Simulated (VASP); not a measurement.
# BiAs (zincblende type) in VASP: notebook, part 2 of 2

VASP 6.6.1.

## Step 4: Single point, PBE (z stretched by -1.5 % at fixed volume)

The input, INCAR:

```
SYSTEM = BiAs
PREC = Accurate ; ENCUT = 520
EDIFF = 1E-6 ; ISMEAR = -1
SIGMA = 0.03 ; LREAL = .False.
LASPH = .True. ; NELM = 80
ALGO = Normal ; ISIF = 2
LWAVE = .False. ; LCHARG = .False.
GGA = PE ; NBANDS = 17
```

The input, KPOINTS:

```
regular mesh
0
Gamma
  10 10 10
  0 0 0
```

The input, POSCAR:

```
BiAs
1.0
    0.0000000000      3.3782855424      3.3025598772
    3.3782855424      0.0000000000      3.3025598772
    3.3782855424      3.3782855424      0.0000000000
Bi As
1 1
Direct
    0.0000000000      0.0000000000      0.0000000000
    0.2500000000      0.2500000000      0.2500000000
```

Potentials or basis: VASP PAW PBE potentials, release 64 (Bi_d, As).

Started as:

```
$ cat potpaw_PBE.64/Bi_d/POTCAR potpaw_PBE.64/As/POTCAR > POTCAR
$ mpirun -np 1 vasp_std > vasp.out
```

OUTCAR:

```text
SYSTEM = BiAs
   PREC = Accurate
   ENCUT = 520
   EDIFF = 1E-6
   ISMEAR = -1
   LREAL = .False.
   LASPH = .True.
   NELM = 80
   ISIF = 2
   GGA = PE

 ion  position               nearest neighbor table
   1  0.000  0.000  0.000-   2 2.90   2 2.90   2 2.90   2 2.90
   2  0.250  0.250  0.250-   1 2.90   1 2.90   1 2.90   1 2.90

  LATTYP: Found a body centered tetragonal cell.
 ALAT       =     4.7776172316
 C/A-ratio  =     1.3825133815

  Lattice vectors:

 A1 = (   0.0000000000,  -3.3782855424,  -3.3025598772)
 A2 = (   0.0000000000,   3.3782855424,  -3.3025598772)
 A3 = (   3.3782855424,   0.0000000000,   3.3025598772)

Analysis of symmetry for initial positions (statically):
=====================================================================
 Subroutine PRICEL returns:
 Original cell was already a primitive cell.

 Routine SETGRP: Setting up the symmetry group for a
 body centered tetragonal supercell.

 Subroutine GETGRP returns: Found  8 space group operations
 (whereof  8 operations were pure point group operations)
 out of a pool of 16 trial point group operations.

The static configuration has the point symmetry D_2d.

Analysis of symmetry for dynamics (positions and initial velocities):
=====================================================================
 Subroutine PRICEL returns:
 Original cell was already a primitive cell.

 Routine SETGRP: Setting up the symmetry group for a
 body centered tetragonal supercell.

 Subroutine GETGRP returns: Found  8 space group operations
 (whereof  8 operations were pure point group operations)
 out of a pool of 16 trial point group operations.

The dynamic configuration has the point symmetry D_2d.

 Subroutine INISYM returns: Found  8 space group operations
 (whereof  8 operations are pure point group operations),
 and found     1 'primitive' translations

----------------------------------------------------------------------------------------

                                     Primitive cell

  volume of cell :      75.3830

  direct lattice vectors                    reciprocal lattice vectors
     0.000000000  3.378285542  3.302559877    -0.148004067  0.148004067  0.151397709
     3.378285542  0.000000000  3.302559877     0.148004067 -0.148004067  0.151397709
     3.378285542  3.378285542  0.000000000     0.148004067  0.148004067 -0.151397709

  length of vectors
     4.724374556  4.724374556  4.777617232     0.258324745  0.258324745  0.258324745

  position of ions in fractional coordinates (direct lattice)
     0.000000000  0.000000000  0.000000000
     0.250000000  0.250000000  0.250000000

  ion indices of the primitive-cell ions
   primitive index   ion index
                 1           1
                 2           2

----------------------------------------------------------------------------------------

 KPOINTS: regular mesh

Automatic generation of k-mesh.
 Grid dimensions read from file:
 generate k-points for:   10   10   10

 Generating k-lattice:

  Cartesian coordinates                     Fractional coordinates (reciprocal lattice)
    -0.014800407  0.014800407  0.015139771     0.100000000 -0.000000000  0.000000000
     0.014800407 -0.014800407  0.015139771    -0.000000000  0.100000000  0.000000000
     0.014800407  0.014800407 -0.015139771     0.000000000  0.000000000  0.100000000

  Length of vectors
     0.025832475  0.025832475  0.025832475

  Shift w.r.t. Gamma in fractional coordinates (k-lattice)
     0.000000000  0.000000000  0.000000000

 Subroutine IBZKPT returns following result:
 ===========================================

 Found    102 irreducible k-points:

 Following reciprocal coordinates:
            Coordinates               Weight
  0.000000  0.000000  0.000000      1.000000
  0.100000 -0.000000  0.000000      8.000000
  0.200000 -0.000000  0.000000      8.000000
  0.300000 -0.000000  0.000000      8.000000
  0.400000 -0.000000  0.000000      8.000000
  0.500000  0.000000  0.000000      4.000000
[... 16 lines left out ...]
  0.300000  0.300000  0.000000      2.000000
  0.400000  0.300000  0.000000      8.000000
 [... further k-points ...]
   k-points           NKPTS =    102   k-points in BZ     NKDIM =    102   number of bands    NBANDS=     17
   number of dos      NEDOS =    301   number of ions     NIONS =      2
   total plane-waves  NPLWV =  46656
   dimension x,y,z NGX =    36 NGY =   36 NGZ =   36
   dimension x,y,z NGXF=    72 NGYF=   72 NGZF=   72
   ions per type =               1   1
   NGX,Y,Z   is equivalent  to a cutoff of  12.67, 12.67, 12.53 a.u.
   NGXF,Y,Z  is equivalent  to a cutoff of  25.34, 25.34, 25.05 a.u.
 SYSTEM =  BiAs
   PREC   = accura    normal or accurate (medium, high low for compatibility)
   ISTART =      0    job   : 0-new  1-cont  2-samecut
   ICHARG =      2    charge: 1-file 2-atom 10-const
   ISPIN  =      1    spin polarized calculation?
   LNONCOLLINEAR =      F non collinear calculations
   LSORBIT =      F    spin-orbit coupling
   LASPH  =      T    aspherical Exc in radial PAW
   ENCUT  =  520.0 eV  38.22 Ry    6.18 a.u.   8.78  8.78  8.88*2*pi/ulx,y,z
   NELM   =     80;   NELMIN=  2; NELMDL= -5     # of ELM steps
   EDIFF  = 0.1E-05   stopping-criterion for ELM
   LREAL  =      F    real-space projection
   EDIFFG = 0.1E-04   stopping-criterion for IOM
   NSW    =      0    number of steps for IOM
   IBRION =     -1    ionic relax: 0-MD 1-quasi-New 2-CG
   NFREE  =      0    steps in history (QN), initial steepest desc. (CG)
   ISIF   =      2    stress and relaxation
   ISYM   =      2    0-nonsym 1-usesym 2-fastsym
   POTIM  = 0.5000    time-step for ionic-motion
   TEBEG  =    0.0;   TEEND  =   0.0 temperature during run
   PSTRESS=    0.0 pullay stress
   NELECT =      20.0000    total number of electrons
   NUPDOWN=      -1.0000    fix difference up-down
   EMIN   =  10.00;   EMAX   =-10.00  energy-range for DOS
   EFERMI =   0.00;   METHOD = LEGACY
   ISMEAR =    -1;   SIGMA  =   0.03  broadening in eV -4-tet -1-fermi 0-gaus
   EFERMI_NEDOS =   21; number of points for ismear=-14 and -15
   IALGO  =     38    algorithm
   IMIX   =      4    mixing-type and parameters
     AMIX     =   0.40;   BMIX     =  1.00
     AMIX_MAG =   1.60;   BMIX_MAG =  1.00
  volume/ion in A,a.u.               =      37.69       254.35
  Fermi-wavevector in a.u.,A,eV,Ry     =   1.051947  1.987891 15.056093  1.106592
  Thomas-Fermi vector in A             =   2.187010
   LORBIT       =      0    0 simple, 1 ext, 2 COOP (PROOUT), +10 PAW based schemes
   GGA     = PE    functional components
   LHFCALC =     F    Hartree Fock is set to
   AEXX    =    0.0000 exact exchange contribution
   IVDW    =     0    specifies the selected vdW correction
   LEPSILON=     F    determine dielectric tensor
   LRPA    =     F    only Hartree local field effects (RPA)
 non-spin polarized calculation
  energy-cutoff  :      520.00
  volume of cell :       75.38
 maximum number of plane-waves:      2052
   NGX = 17   NGY = 17   NGZ = 17

 number of electron      20.0000007 magnetization

 Free energy of the ion-electron system (eV)
  ---------------------------------------------------
  ext. energy  EPLUGINS =         0.00000000
  ---------------------------------------------------
  free energy    TOTEN  =        -8.14460144 eV

  energy without entropy =       -8.14132416  energy(sigma->0) =       -8.14296280

 E-fermi :   3.4176     XC(G=0):  -8.2292

 val. band max:        3.3969122330   @ k =   0.5000  -0.0000   0.4000
 cond. band min:       3.4195910693   @ k =   0.5000   0.4000   0.1000
 fundamental gap:      0.0226788363
 Fermi energy:         3.4176482811

 k-point     1 :       0.0000    0.0000    0.0000
  band No.  band energies     occupation
      1     -19.5304      2.00000
      2     -19.5281      2.00000
      3     -19.5281      2.00000
      4     -19.5140      2.00000
      5     -19.5094      2.00000
      6      -9.4159      2.00000
[... 9 lines left out ...]
     16      11.1022      0.00000
     17      11.6984      0.00000

 k-point     2 :       0.1000   -0.0000    0.0000
  band No.  band energies     occupation
      1     -19.5303      2.00000
      2     -19.5280      2.00000
      3     -19.5277      2.00000
      4     -19.5140      2.00000
      5     -19.5094      2.00000
      6      -9.3447      2.00000
[... 9 lines left out ...]
     16      10.6012      0.00000
     17      11.4842      0.00000
[... 421 lines left out ...]
 k-point    24 :       0.4000    0.3000    0.0000
  band No.  band energies     occupation
      1     -19.5366      2.00000
      2     -19.5212      2.00000
      3     -19.5211      2.00000
      4     -19.5115      2.00000
      5     -19.5115      2.00000
      6      -8.2522      2.00000
[... 9 lines left out ...]
     16      12.0200      0.00000
     17      13.3822      0.00000

 [... further k-points ...]
[... 5 lines left out ...]
  --------------------------------------------------------------------------------------
  -------------------------------------------------------------------------------------
  Total        0.0058815      0.0058815     -0.0238390      0.0000000      0.0000000      0.0000000
  in kB        0.1250035      0.1250035     -0.5066696      0.0000000      0.0000000      0.0000000
  external PRESSURE =      -0.0855542 kB  Pullay stress =       0.0000000 kB

 VOLUME and BASIS-vectors are now :
 -----------------------------------------------------------------------------
  energy-cutoff  :      520.00
  volume of cell :       75.38
      direct lattice vectors                 reciprocal lattice vectors
     0.000000000  3.378285542  3.302559877    -0.148004067  0.148004067  0.151397709
     3.378285542  0.000000000  3.302559877     0.148004067 -0.148004067  0.151397709
     3.378285542  3.378285542  0.000000000     0.148004067  0.148004067 -0.151397709

 POSITION                                       TOTAL-FORCE (eV/Angst)
 -----------------------------------------------------------------------------------
      0.00000      0.00000      0.00000         0.000000      0.000000      0.000000
      1.68914      1.68914      1.65128        -0.000000     -0.000000     -0.000000
 -----------------------------------------------------------------------------------
    total drift:                               -0.000000     -0.000000      0.000000

  FREE ENERGIE OF THE ION-ELECTRON SYSTEM (eV)
  ---------------------------------------------------
  free  energy   TOTEN  =        -8.1446014405 eV

  energy  without entropy=       -8.1413241632  energy(sigma->0) =       -8.14296280
```

OSZICAR:

```text
N       E                     dE             d eps       ncg     rms          rms(c)
DAV:   1     0.146263036034E+03    0.14626E+03   -0.97073E+03  3468   0.112E+03
DAV:   2     0.274556407420E+01   -0.14352E+03   -0.14042E+03  3767   0.294E+02
DAV:   3    -0.809115954979E+01   -0.10837E+02   -0.10762E+02  4370   0.888E+01
DAV:   4    -0.835431621034E+01   -0.26316E+00   -0.26303E+00  4182   0.156E+01
DAV:   5    -0.836452822438E+01   -0.10212E-01   -0.10212E-01  4885   0.276E+00    0.246E+00
DAV:   6    -0.814358031173E+01    0.22095E+00   -0.94974E-01  5138   0.421E+00    0.130E+00
DAV:   7    -0.814568335258E+01   -0.21030E-02   -0.65864E-02  3610   0.132E+00    0.713E-01
DAV:   8    -0.814474440630E+01    0.93895E-03   -0.12254E-02  4262   0.836E-01    0.103E-01
DAV:   9    -0.814445874152E+01    0.28566E-03   -0.31283E-03  4425   0.350E-01    0.668E-02
DAV:  10    -0.814456705977E+01   -0.10832E-03   -0.28694E-04  3580   0.113E-01    0.261E-02
DAV:  11    -0.814459632235E+01   -0.29263E-04   -0.73005E-05  3938   0.472E-02    0.781E-03
DAV:  12    -0.814460080429E+01   -0.44819E-05   -0.10163E-05  3812   0.205E-02    0.245E-03
DAV:  13    -0.814460144052E+01   -0.63623E-06   -0.16939E-06  3805   0.578E-03
   1 F= -.81446014E+01 E0= -.81429628E+01  d E =-.327728E-02
```

It took 3.9 min on 1 thread of Intel Xeon 8259CL, shared host; peak memory 0.3 GiB.

What came out:

* Free energy: -8.1446 eV
* Pressure: 0.0 GPa
* Band gap on the k mesh: zero (bands 10 and 11 overlap by 0.84 eV)

Levels at points of the mesh, in eV from the Fermi level:
```csv
k point,band 8,band 9,band 10,band 11,band 12,band 13
"(0.00, 0.00, 0.00)",-1.59,-1.59,-1.47,0.88,0.98,0.98
"(0.50, 0.00, 0.00)",-2.50,-2.44,-2.32,2.02,2.04,4.02
"(0.50, 0.50, 0.00)",-3.36,-3.36,-0.55,-0.43,4.67,4.67
"(0.50, 0.00, 0.50)",-3.27,-3.26,-0.47,-0.35,4.59,4.63
```

Caveat: spin-orbit coupling is left out, which moves the levels of the heavy elements.

## Step 5: Summary

```csv
cell,smearing,gap on the mesh (eV),pressure (GPa)
"a = 4.742 Å, angles 60.0°, 2 atoms",fermi-dirac 0.03 eV,none,0.0
"a = 4.742 Å, angles 60.0°, 2 atoms",gaussian 0.2 eV,none,0.0
"a = 4.724, b = 4.724, c = 4.778 Å, angles 59.6, 59.6, 60.7°, 2 atoms",fermi-dirac 0.03 eV,none,0.0
```

Alike in all rows: task single point; level PBE; potentials or basis VASP PAW PBE potentials, release 64 (Bi_d, As); no spin polarisation; k mesh 10 × 10 × 10; cutoff (eV) 520.

Caveats: spin-orbit coupling is left out, which moves the levels of the heavy elements.

Total energies depend on the potentials used, so only differences within one code and one set of settings carry meaning.

The gap in the log of VASP goes by the Fermi energy; the results here count the filled bands.